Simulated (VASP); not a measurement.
# Ge (Fd-3m) in VASP: single point with PBE

Aim: the single point of Ge with PBE.

Program: VASP 6.6.1. These are calculated values, not measurements. Logs are shortened: lines on timing, memory, paths and dates and some standing lists are left out, and cuts for length are marked.

## (1) The cell of the first run

The structure is cubic, space group Fd-3m (No. 227). The conventional cell has a = 5.767 Å, b = 5.767 Å, c = 5.767 Å, α = 90.00°, β = 90.00°, γ = 90.00°. Ge (site symmetry -43m) has 4 Ge at 2.50 Å within 3.3 Å.

## (2) Single point, PBE

File INCAR:

```
SYSTEM = Ge
ALGO = Normal
EDIFF = 1E-6
ENCUT = 500
GGA = PE
GGA_COMPAT = .FALSE.
ISIF = 2
ISMEAR = 0
LASPH = .TRUE.
LCHARG = .FALSE.
LREAL = .FALSE.
LWAVE = .FALSE.
NBANDS = 21
NELM = 120
PREC = Accurate
SIGMA = 0.05
```

File KPOINTS:

```
k-points
0
G
  6 6 6
  0 0 0
```

File POSCAR:

```
Ge
1.0
    0.0000000000      2.8836577635      2.8836577635
    2.8836577635      0.0000000000      2.8836577635
    2.8836577635      2.8836577635      0.0000000000
Ge
2
Direct
    0.5000000000      0.5000000000      0.5000000000
    0.7500000000      0.7500000000      0.7500000000
```

Potentials or basis: VASP PAW PBE potentials, release 64 (Ge_d).

Started as:

```
cat potpaw_PBE.64/Ge_d/POTCAR > POTCAR
mpirun -np 1 vasp_std > vasp.out
```

OUTCAR:

```text
SYSTEM = Ge
   EDIFF = 1E-6
   ENCUT = 500
   GGA = PE
   ISIF = 2
   ISMEAR = 0
   LASPH = .TRUE.
   LREAL = .FALSE.
   NELM = 120
   PREC = Accurate

 ion  position               nearest neighbor table
   1  0.500  0.500  0.500-   2 2.50   2 2.50   2 2.50   2 2.50
   2  0.750  0.750  0.750-   1 2.50   1 2.50   1 2.50   1 2.50

  LATTYP: Found a face centered cubic cell.
 ALAT       =     5.7673155270

  Lattice vectors:

 A1 = (   0.0000000000,   2.8836577635,   2.8836577635)
 A2 = (   2.8836577635,   0.0000000000,   2.8836577635)
 A3 = (   2.8836577635,   2.8836577635,   0.0000000000)

Analysis of symmetry for initial positions (statically):
=====================================================================
 Subroutine PRICEL returns:
 Original cell was already a primitive cell.

 Routine SETGRP: Setting up the symmetry group for a
 face centered cubic supercell.

 Subroutine GETGRP returns: Found 48 space group operations
 (whereof 24 operations were pure point group operations)
 out of a pool of 48 trial point group operations.

The static configuration has the point symmetry T_d .
 The point group associated with its full space group is O_h .

Analysis of symmetry for dynamics (positions and initial velocities):
=====================================================================
 Subroutine PRICEL returns:
 Original cell was already a primitive cell.

 Routine SETGRP: Setting up the symmetry group for a
 face centered cubic supercell.

 Subroutine GETGRP returns: Found 48 space group operations
 (whereof 24 operations were pure point group operations)
 out of a pool of 48 trial point group operations.

The dynamic configuration has the point symmetry T_d .
 The point group associated with its full space group is O_h .

 Subroutine INISYM returns: Found 48 space group operations
 (whereof 24 operations are pure point group operations),
 and found     1 'primitive' translations

----------------------------------------------------------------------------------------

                                     Primitive cell

  volume of cell :      47.9580

  direct lattice vectors                    reciprocal lattice vectors
     0.000000000  2.883657764  2.883657764    -0.173390895  0.173390895  0.173390895
     2.883657764  0.000000000  2.883657764     0.173390895 -0.173390895  0.173390895
     2.883657764  2.883657764  0.000000000     0.173390895  0.173390895 -0.173390895

  length of vectors
[... 71 lines left out ...]
   ENCUT  =  500.0 eV  36.75 Ry    6.06 a.u.   7.44  7.44  7.44*2*pi/ulx,y,z
   NELM   =    120;   NELMIN=  2; NELMDL= -5     # of ELM steps
   EDIFF  = 0.1E-05   stopping-criterion for ELM
   LREAL  =      F    real-space projection
   EDIFFG = 0.1E-04   stopping-criterion for IOM
   NSW    =      0    number of steps for IOM
   IBRION =     -1    ionic relax: 0-MD 1-quasi-New 2-CG
   NFREE  =      0    steps in history (QN), initial steepest desc. (CG)
   ISIF   =      2    stress and relaxation
   ISYM   =      2    0-nonsym 1-usesym 2-fastsym
   POTIM  = 0.5000    time-step for ionic-motion
   TEBEG  =    0.0;   TEEND  =   0.0 temperature during run
   PSTRESS=    0.0 pullay stress
   NELECT =      28.0000    total number of electrons
   NUPDOWN=      -1.0000    fix difference up-down
   EMIN   =  10.00;   EMAX   =-10.00  energy-range for DOS
   EFERMI =   0.00;   METHOD = LEGACY
   ISMEAR =     0;   SIGMA  =   0.05  broadening in eV -4-tet -1-fermi 0-gaus
   EFERMI_NEDOS =   21; number of points for ismear=-14 and -15
   IALGO  =     38    algorithm
   IMIX   =      4    mixing-type and parameters
     AMIX     =   0.40;   BMIX     =  1.00
     AMIX_MAG =   1.60;   BMIX_MAG =  1.00
  volume/ion in A,a.u.               =      23.98       161.82
  Fermi-wavevector in a.u.,A,eV,Ry     =   1.368276  2.585667 25.472554  1.872180
  Thomas-Fermi vector in A             =   2.494255
   LORBIT       =      0    0 simple, 1 ext, 2 COOP (PROOUT), +10 PAW based schemes
   GGA     = PE    functional components
   LHFCALC =     F    Hartree Fock is set to
   AEXX    =    0.0000 exact exchange contribution
   IVDW    =     0    specifies the selected vdW correction
   LEPSILON=     F    determine dielectric tensor
   LRPA    =     F    only Hartree local field effects (RPA)
 non-spin polarized calculation
 Gauss-broadening in eV      SIGMA  =   0.05
  energy-cutoff  :      500.00
  volume of cell :       47.96
 maximum number of plane-waves:      1243
 NGX is ok and might be reduce to    30
   NGX = 15   NGY = 15   NGZ = 15

 number of electron      27.9999977 magnetization

 Free energy of the ion-electron system (eV)
  ---------------------------------------------------
  ext. energy  EPLUGINS =         0.00000000
  ---------------------------------------------------
  free energy    TOTEN  =        -8.99317838 eV

  energy without entropy =       -8.99241661  energy(sigma->0) =       -8.99279749

 E-fermi :   4.4451     XC(G=0):  -9.6480

 val. band max:        3.9778955315   @ k =   0.0000   0.0000   0.0000
 cond. band min:       4.4569724722   @ k =   0.0000   0.0000   0.0000
 fundamental gap:      0.4790769407
 Fermi energy:         4.4450781414

 k-point     1 :       0.0000    0.0000    0.0000
  band No.  band energies     occupation
      1     -20.2814      2.00000
      2     -20.2814      2.00000
      3     -20.2814      2.00000
      4     -20.2497      2.00000
      5     -20.2497      2.00000
      6     -20.0681      2.00000
[... 373 lines left out ...]
     20      15.0553      0.00000
     21      17.0059      0.00000

------------------------ aborting loop because EDIFF is reached ----------------------------------------

  FORCE on cell =-STRESS in cart. coord.  units (eV):
  Direction    XX          YY          ZZ          XY          YZ          ZX
  --------------------------------------------------------------------------------------
  -------------------------------------------------------------------------------------
  Total       -0.0578827     -0.0578827     -0.0578827      0.0000000      0.0000000      0.0000000
  in kB       -1.9337419     -1.9337419     -1.9337419      0.0000000      0.0000000      0.0000000
  external PRESSURE =      -1.9337419 kB  Pullay stress =       0.0000000 kB

 VOLUME and BASIS-vectors are now :
 -----------------------------------------------------------------------------
  energy-cutoff  :      500.00
  volume of cell :       47.96
      direct lattice vectors                 reciprocal lattice vectors
     0.000000000  2.883657764  2.883657764    -0.173390895  0.173390895  0.173390895
     2.883657764  0.000000000  2.883657764     0.173390895 -0.173390895  0.173390895
     2.883657764  2.883657764  0.000000000     0.173390895  0.173390895 -0.173390895

 POSITION                                       TOTAL-FORCE (eV/Angst)
 -----------------------------------------------------------------------------------
      2.88366      2.88366      2.88366        -0.000000      0.000000      0.000000
      4.32549      4.32549      4.32549         0.000000     -0.000000     -0.000000
 -----------------------------------------------------------------------------------
    total drift:                                0.000000     -0.000000     -0.000000

  FREE ENERGIE OF THE ION-ELECTRON SYSTEM (eV)
  ---------------------------------------------------
  free  energy   TOTEN  =        -8.9931783756 eV

  energy  without entropy=       -8.9924166066  energy(sigma->0) =       -8.99279749
```

It took 14 s on 1 thread of AMD EPYC 9R45 (Zen 5), shared host; peak memory 0.12 GiB.

Results:

- Free energy: -8.9932 eV
- Pressure: -0.2 GPa
- Band gap on the k mesh: zero (filled and empty bands touch)

Levels at points of the mesh, in eV from the Fermi level:
```tsv
k point	band 10	band 11	band 12	band 13	band 14	band 15	band 16	band 17	band 18	band 19
(0.00, 0.00, 0.00)	-24.50	-12.34	-0.47	0.01	0.01	0.01	2.54	2.54	2.54	6.30
(0.50, 0.00, 0.00)	-24.48	-10.38	-7.33	-1.31	-1.31	0.03	3.72	3.72	7.11	10.22
(0.50, 0.50, 0.00)	-24.47	-8.67	-8.67	-2.87	-2.87	0.83	0.83	9.06	9.06	11.06
```
